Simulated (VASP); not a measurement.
# B4P3 (a cell with a defect) in VASP: a series of runs

Aim: see how the results for B4P3 (a cell with a defect) move with the level of theory and the settings. Levels: r2SCAN, PBEsol. Tasks: single point.

Everything below comes from runs of VASP 6.6.1. Logs are shortened: lines on timing, memory, paths and dates and some standing lists are left out, and cuts for length are marked.

## 1. The cell of the first run

The cell holds a defect, 14 atoms: a = 9.040 Å, b = 4.520 Å, c = 4.520 Å, α = 90.00°, β = 90.00°, γ = 90.00°.

## 2. Single point, r2SCAN

POSCAR

```
B4P3
1.0
    9.0403780000      0.0000000000      0.0000000000
    0.0000000000      4.5201890000      0.0000000000
    0.0000000000      0.0000000000      4.5201890000
B P
8 6
Direct
    0.0033630000      0.0352880000      0.0139560000
    0.4900900000      0.0016510000      0.9797070000
    0.2590000000      0.4963450000      0.0300050000
    0.7542320000      0.4836590000      0.0079330000
    0.2525970000      0.0305900000      0.4781730000
    0.7389300000      0.9841490000      0.5042060000
    0.9956020000      0.4915600000      0.4973970000
    0.4967690000      0.4659830000      0.5044250000
    0.1390580000      0.2191700000      0.2625120000
    0.8736590000      0.7327120000      0.2430680000
    0.3709300000      0.2651520000      0.7400540000
    0.8843470000      0.2623720000      0.7467540000
    0.1100950000      0.7508760000      0.7420340000
    0.6187490000      0.7432700000      0.7594960000
```

INCAR.step1

```
SYSTEM = B4P3
PREC = Accurate ; ENCUT = 520
ISMEAR = -1 ; SIGMA = 0.05
LREAL = .False. ; LASPH = .True.
NELM = 80 ; NELECT = 52.0
NBANDS = 40 ; GGA = PE
ALGO = Normal ; EDIFF = 1E-4
LWAVE = .True. ; LCHARG = .False.
```

INCAR.step2

```
SYSTEM = B4P3
PREC = Accurate ; ENCUT = 520
EDIFF = 1E-6 ; ISMEAR = -1
SIGMA = 0.05 ; LREAL = .False.
LASPH = .True. ; NELM = 80
ALGO = Normal ; ISIF = 2
LWAVE = .False. ; LCHARG = .False.
METAGGA = R2SCAN ; LMIXTAU = .True.
NELECT = 52.0 ; NBANDS = 40
ISTART = 1
```

KPOINTS

```
Automatic mesh
0
Gamma
  2 2 2
  0.5 0.5 0.5
```

Potentials or basis: VASP PAW PBE potentials, release 64 (B, P).

Launch:

```console
cat potpaw_PBE.64/B/POTCAR potpaw_PBE.64/P/POTCAR > POTCAR
cp INCAR.step1 INCAR
mpirun -np 1 vasp_std > vasp.out
cp INCAR.step2 INCAR
mpirun -np 1 vasp_std > vasp.out
```

OUTCAR:

```text
SYSTEM = B4P3
   PREC = Accurate
   ENCUT = 520
   EDIFF = 1E-6
   ISMEAR = -1
   LREAL = .False.
   LASPH = .True.
   NELM = 80
   ISIF = 2
   METAGGA = R2SCAN
   NELECT = 52.0
   ISTART = 1

 ion  position               nearest neighbor table
   1  0.003  0.035  0.014-   9 1.86  12 1.92  13 2.02  10 2.08
   2  0.490  0.002  0.980-  14 1.93  11 1.94
   3  0.259  0.496  0.030-  11 1.96   9 1.96  13 2.20
   4  0.754  0.484  0.008-  10 1.89  12 1.94  14 2.03
   5  0.253  0.031  0.478-   9 1.65  11 1.92  13 2.16
   6  0.739  0.984  0.504-  14 1.92  10 2.04  12 2.12
   7  0.996  0.492  0.497-  12 1.83  13 1.92  10 1.93   9 2.08
   8  0.497  0.466  0.504-  11 1.80  14 2.03
   9  0.139  0.219  0.263-   5 1.65   1 1.86   3 1.96   7 2.08
  10  0.874  0.733  0.243-   4 1.89   7 1.93   6 2.04   1 2.08
  11  0.371  0.265  0.740-   8 1.80   5 1.92   2 1.94   3 1.96
  12  0.884  0.262  0.747-   7 1.83   1 1.92   4 1.94   6 2.12
  13  0.110  0.751  0.742-   7 1.92   1 2.02   5 2.16   3 2.20
  14  0.619  0.743  0.759-   6 1.92   2 1.93   8 2.03   4 2.03

  LATTYP: Found a simple tetragonal cell.
 ALAT       =     4.5201890000
 C/A-ratio  =     2.0000000000

  Lattice vectors:

 A1 = (   0.0000000000,   4.5201890000,   0.0000000000)
 A2 = (   0.0000000000,   0.0000000000,   4.5201890000)
 A3 = (   9.0403780000,   0.0000000000,   0.0000000000)

Analysis of symmetry for initial positions (statically):
=====================================================================
 Subroutine PRICEL returns:
 Original cell was already a primitive cell.

 Routine SETGRP: Setting up the symmetry group for a
 simple tetragonal supercell.

 Subroutine GETGRP returns: Found  1 space group operations
 (whereof  1 operations were pure point group operations)
 out of a pool of 16 trial point group operations.

The static configuration has the point symmetry C_1 .

Analysis of symmetry for dynamics (positions and initial velocities):
=====================================================================
 Subroutine PRICEL returns:
 Original cell was already a primitive cell.

 Routine SETGRP: Setting up the symmetry group for a
 simple tetragonal supercell.

 Subroutine GETGRP returns: Found  1 space group operations
 (whereof  1 operations were pure point group operations)
 out of a pool of 16 trial point group operations.

The dynamic configuration has the point symmetry C_1 .

 Subroutine INISYM returns: Found  1 space group operations
 (whereof  1 operations are pure point group operations),
 and found     1 'primitive' translations

----------------------------------------------------------------------------------------

                                     Primitive cell

  volume of cell :     184.7140

  direct lattice vectors                    reciprocal lattice vectors
     9.040378000  0.000000000  0.000000000     0.110614844  0.000000000  0.000000000
     0.000000000  4.520189000  0.000000000     0.000000000  0.221229688  0.000000000
     0.000000000  0.000000000  4.520189000     0.000000000  0.000000000  0.221229688

  length of vectors
     9.040378000  4.520189000  4.520189000     0.110614844  0.221229688  0.221229688

  position of ions in fractional coordinates (direct lattice)
     0.003363000  0.035288000  0.013956000
     0.490090000  0.001651000  0.979707000
     0.259000000  0.496345000  0.030005000
     0.754232000  0.483659000  0.007933000
     0.252597000  0.030590000  0.478173000
     0.738930000  0.984149000  0.504206000
     0.995602000  0.491560000  0.497397000
     0.496769000  0.465983000  0.504425000
     0.139058000  0.219170000  0.262512000
     0.873659000  0.732712000  0.243068000
     0.370930000  0.265152000  0.740054000
     0.884347000  0.262372000  0.746754000
     0.110095000  0.750876000  0.742034000
     0.618749000  0.743270000  0.759496000

  ion indices of the primitive-cell ions
   primitive index   ion index
                 1           1
                 2           2
                 3           3
                 4           4
                 5           5
                 6           6
                 7           7
                 8           8
                 9           9
                10          10
                11          11
                12          12
                13          13
                14          14

----------------------------------------------------------------------------------------

 KPOINTS: Automatic mesh

Automatic generation of k-mesh.
 Grid dimensions read from file:
 generate k-points for:    2    2    2

 Generating k-lattice:

  Cartesian coordinates                     Fractional coordinates (reciprocal lattice)
     0.055307422  0.000000000  0.000000000     0.500000000  0.000000000  0.000000000
     0.000000000  0.110614844  0.000000000     0.000000000  0.500000000  0.000000000
     0.000000000  0.000000000  0.110614844     0.000000000  0.000000000  0.500000000

  Length of vectors
     0.055307422  0.110614844  0.110614844

  Shift w.r.t. Gamma in fractional coordinates (k-lattice)
     0.500000000  0.500000000  0.500000000

 Subroutine IBZKPT returns following result:
 ===========================================

 Found      4 irreducible k-points:

 Following reciprocal coordinates:
            Coordinates               Weight
  0.250000  0.250000  0.250000      2.000000
  0.250000 -0.250000  0.250000      2.000000
  0.250000 -0.250000 -0.250000      2.000000
  0.250000  0.250000 -0.250000      2.000000
   k-points           NKPTS =      4   k-points in BZ     NKDIM =      4   number of bands    NBANDS=     40
   number of dos      NEDOS =    301   number of ions     NIONS =     14
   total plane-waves  NPLWV =  90720
   dimension x,y,z NGX =    70 NGY =   36 NGZ =   36
   dimension x,y,z NGXF=   140 NGYF=   72 NGZF=   72
   ions per type =               8   6
   NGX,Y,Z   is equivalent  to a cutoff of  12.87, 13.24, 13.24 a.u.
   NGXF,Y,Z  is equivalent  to a cutoff of  25.74, 26.48, 26.48 a.u.
 SYSTEM =  B4P3
   PREC   = accura    normal or accurate (medium, high low for compatibility)
   ISTART =      1    job   : 0-new  1-cont  2-samecut
   ICHARG =      0    charge: 1-file 2-atom 10-const
   ISPIN  =      1    spin polarized calculation?
   LNONCOLLINEAR =      F non collinear calculations
   LSORBIT =      F    spin-orbit coupling
   LASPH  =      T    aspherical Exc in radial PAW
   ENCUT  =  520.0 eV  38.22 Ry    6.18 a.u.  16.81  8.40  8.40*2*pi/ulx,y,z
   NELM   =     80;   NELMIN=  2; NELMDL=  0     # of ELM steps
   EDIFF  = 0.1E-05   stopping-criterion for ELM
   LREAL  =      F    real-space projection
   EDIFFG = 0.1E-04   stopping-criterion for IOM
   NSW    =      0    number of steps for IOM
   IBRION =     -1    ionic relax: 0-MD 1-quasi-New 2-CG
   NFREE  =      0    steps in history (QN), initial steepest desc. (CG)
   ISIF   =      2    stress and relaxation
   ISYM   =      2    0-nonsym 1-usesym 2-fastsym
   POTIM  = 0.5000    time-step for ionic-motion
   TEBEG  =    0.0;   TEEND  =   0.0 temperature during run
   PSTRESS=    0.0 pullay stress
   NELECT =      52.0000    total number of electrons
   NUPDOWN=      -1.0000    fix difference up-down
   EMIN   =  10.00;   EMAX   =-10.00  energy-range for DOS
   EFERMI =   0.00;   METHOD = LEGACY
   ISMEAR =    -1;   SIGMA  =   0.05  broadening in eV -4-tet -1-fermi 0-gaus
   EFERMI_NEDOS =   21; number of points for ismear=-14 and -15
   IALGO  =     38    algorithm
   IMIX   =      4    mixing-type and parameters
     AMIX     =   0.40;   BMIX     =  1.00
     AMIX_MAG =   1.60;   BMIX_MAG =  1.00
  volume/ion in A,a.u.               =      13.19        89.04
  Fermi-wavevector in a.u.,A,eV,Ry     =   1.072941  2.027565 15.663072  1.151203
  Thomas-Fermi vector in A             =   2.208726
   LORBIT       =      0    0 simple, 1 ext, 2 COOP (PROOUT), +10 PAW based schemes
   METAGGA = R2SCAN    functional components
   LHFCALC =     F    Hartree Fock is set to
   AEXX    =    0.0000 exact exchange contribution
   IVDW    =     0    specifies the selected vdW correction
   LEPSILON=     F    determine dielectric tensor
   LRPA    =     F    only Hartree local field effects (RPA)
 non-spin polarized calculation
  energy-cutoff  :      520.00
  volume of cell :      184.71
 maximum number of plane-waves:      4966
 NGX is ok and might be reduce to    70
   NGX = 33   NGY = 17   NGZ = 17

 number of electron      51.9999999 magnetization

 Free energy of the ion-electron system (eV)
  ---------------------------------------------------
  ext. energy  EPLUGINS =         0.00000000
  ---------------------------------------------------
  free energy    TOTEN  =      -116.19706995 eV

  energy without entropy =     -116.19675778  energy(sigma->0) =     -116.19691387

 E-fermi :   4.8793     XC(G=0): -10.5804

 val. band max:        4.4915714654   @ k =   0.2500   0.2500  -0.2500
 cond. band min:       5.2858757905   @ k =   0.2500  -0.2500   0.2500
 fundamental gap:      0.7943043251
 Fermi energy:         4.8793014216

 k-point     1 :       0.2500    0.2500    0.2500
  band No.  band energies     occupation
      1      -9.5360      2.00000
      2      -8.6501      2.00000
      3      -7.5500      2.00000
      4      -6.8460      2.00000
      5      -6.6033      2.00000
      6      -6.1298      2.00000
[... 30 lines left out ...]
     37      10.0437      0.00000
     38      10.6478      0.00000

 k-point     2 :       0.2500   -0.2500    0.2500
  band No.  band energies     occupation
      1      -9.5394      2.00000
      2      -8.6288      2.00000
      3      -7.5819      2.00000
      4      -6.8888      2.00000
      5      -6.5885      2.00000
      6      -6.0917      2.00000
[... 30 lines left out ...]
     37      10.1667      0.00000
     38      10.6107      0.00000

 k-point     3 :       0.2500   -0.2500   -0.2500
  band No.  band energies     occupation
      1      -9.5473      2.00000
      2      -8.5824      2.00000
      3      -7.7050      2.00000
      4      -6.7911      2.00000
      5      -6.5672      2.00000
      6      -6.0702      2.00000
[... 30 lines left out ...]
     37      10.1839      0.00000
     38      10.5392      0.00000

 k-point     4 :       0.2500    0.2500   -0.2500
  band No.  band energies     occupation
      1      -9.5443      2.00000
      2      -8.5991      2.00000
      3      -7.6480      2.00000
      4      -6.8808      2.00000
      5      -6.5725      2.00000
      6      -6.0408      2.00000
[... 30 lines left out ...]
     37      10.1752      0.00000
     38      10.5328      0.00000
 [bands above 38 left out]

------------------------ aborting loop because EDIFF is reached ----------------------------------------

  FORCE on cell =-STRESS in cart. coord.  units (eV):
  Direction    XX          YY          ZZ          XY          YZ          ZX
  --------------------------------------------------------------------------------------
  -------------------------------------------------------------------------------------
  Total      -24.2142297    -19.1826834    -22.8219932     -1.1780386     -5.1536176      2.5595805
  in kB     -210.0300626   -166.3872961   -197.9540429    -10.2181041    -44.7015929     22.2013608
  external PRESSURE =    -191.4571338 kB  Pullay stress =       0.0000000 kB

 VOLUME and BASIS-vectors are now :
 -----------------------------------------------------------------------------
  energy-cutoff  :      520.00
  volume of cell :      184.71
      direct lattice vectors                 reciprocal lattice vectors
     9.040378000  0.000000000  0.000000000     0.110614844  0.000000000  0.000000000
     0.000000000  4.520189000  0.000000000     0.000000000  0.221229688  0.000000000
     0.000000000  0.000000000  4.520189000     0.000000000  0.000000000  0.221229688

 POSITION                                       TOTAL-FORCE (eV/Angst)
 -----------------------------------------------------------------------------------
      0.03040      0.15951      0.06308        -0.721371     -2.915487     -1.697947
      4.43060      0.00746      4.42846        -0.040163     -0.324530      0.134000
      2.34146      2.24357      0.13563        -1.537552      0.813728     -1.834178
      6.81854      2.18623      0.03586        -0.007234      1.210716     -1.704027
      2.28357      0.13827      2.16143         1.892432     -4.878428      5.590433
      6.68021      4.44854      2.27911         2.412781      0.034262      0.554477
      9.00062      2.22194      2.24833         1.282643      0.868129     -0.417169
      4.49098      2.10633      2.28010         1.835832      1.864689     -0.740061
      1.25714      0.99069      1.18660        -3.004248      5.478514     -3.510066
      7.89821      3.31200      1.09871        -1.021518      1.628842      0.779560
      3.35335      1.19854      3.34518        -0.817277     -1.490746      1.453018
      7.99483      1.18597      3.37547        -3.325039     -1.934305      0.701782
      0.99530      3.39410      3.35413         3.464461      0.745124      1.091750
      5.59372      3.35972      3.43307        -0.413747     -1.100506     -0.401572
 -----------------------------------------------------------------------------------
    total drift:                               -0.000067     -0.000180     -0.000138

  FREE ENERGIE OF THE ION-ELECTRON SYSTEM (eV)
  ---------------------------------------------------
  free  energy   TOTEN  =      -116.1970699499 eV

  energy  without entropy=     -116.1967577808  energy(sigma->0) =     -116.19691387
```

Run time: 2.3 min. Hardware: 1 thread of Intel Xeon Platinum 8259CL at 2.50GHz (Skylake/Cascade Lake), shared host; peak memory 0.3 GiB.

What came out:

```
Free energy   : -116.1971 eV
Largest force : 7.657 eV/Å
```

Forces on the atoms (eV/Å):
```
B   -0.721 -2.915 -1.698
B   -0.040 -0.325  0.134
B   -1.538  0.814 -1.834
B   -0.007  1.211 -1.704
B    1.892 -4.878  5.590
B    2.413  0.034  0.554
B    1.283  0.868 -0.417
B    1.836  1.865 -0.740
P   -3.004  5.479 -3.510
P   -1.022  1.629  0.780
P   -0.817 -1.491  1.453
P   -3.325 -1.934  0.702
P    3.464  0.745  1.092
P   -0.414 -1.101 -0.402
```

Caveat: the k points lie up to 0.70 Å⁻¹ apart; the cell carries a net charge on a neutralising background, which shifts energy and pressure; the cell is charged against a uniform background, so pressure and absolute levels hang on convention; the PAW data sets were made with another functional, which shifts forces and pressure a little.

## 3. Single point, PBEsol

INCAR

```
SYSTEM = B4P3
PREC = Accurate
ENCUT = 520
EDIFF = 1E-6
ISMEAR = -1
SIGMA = 0.05
LREAL = .False.
LASPH = .True.
NELM = 80
ALGO = Normal
ISIF = 2
LWAVE = .False.
LCHARG = .False.
GGA = PS
NBANDS = 40
NELECT = 52.0
```

KPOINTS

```
Automatic mesh
0
Gamma
  3 3 3
  0 0 0
```

POSCAR is that of step 2.

Potentials or basis: VASP PAW PBE potentials, release 64 (B, P).

Launch:

```console
cat potpaw_PBE.64/B/POTCAR potpaw_PBE.64/P/POTCAR > POTCAR
mpirun -np 1 vasp_std > vasp.out
```

Wall time 1.8 min (1 thread of Intel Xeon Platinum 8259CL at 2.50GHz (Skylake/Cascade Lake), shared host); peak memory 0.3 GiB.

It converged, with:

| Property | Result |
| --- | --- |
| Free energy | -93.8885 eV |
| Largest force | 7.521 eV/Å |

Forces on the atoms (eV/Å):
```
B   -0.790 -2.755 -1.537
B    0.050 -0.200 -0.054
B   -1.542  0.913 -1.654
B   -0.233  0.936 -1.568
B    1.951 -4.916  5.347
B    2.286  0.251  0.519
B    1.367  0.779 -0.464
B    1.880  1.703 -0.605
P   -3.062  5.287 -3.386
P   -0.911  1.673  0.561
P   -0.873 -1.379  1.455
P   -3.223 -2.002  0.627
P    3.284  0.734  0.988
P   -0.184 -1.023 -0.230
```

Levels at points of the mesh, in eV from the Fermi level:
```csv
k point,band 24,band 25,band 26,band 27,band 28,band 29
"(0.00, 0.00, 0.00)",-0.72,-0.45,-0.26,0.86,1.39,2.01
```

Caveat: the k points lie up to 0.46 Å⁻¹ apart; the cell carries a net charge on a neutralising background, which shifts energy and pressure; the cell is charged against a uniform background, so pressure and absolute levels hang on convention; the PAW data sets were made with another functional, which shifts forces and pressure a little.
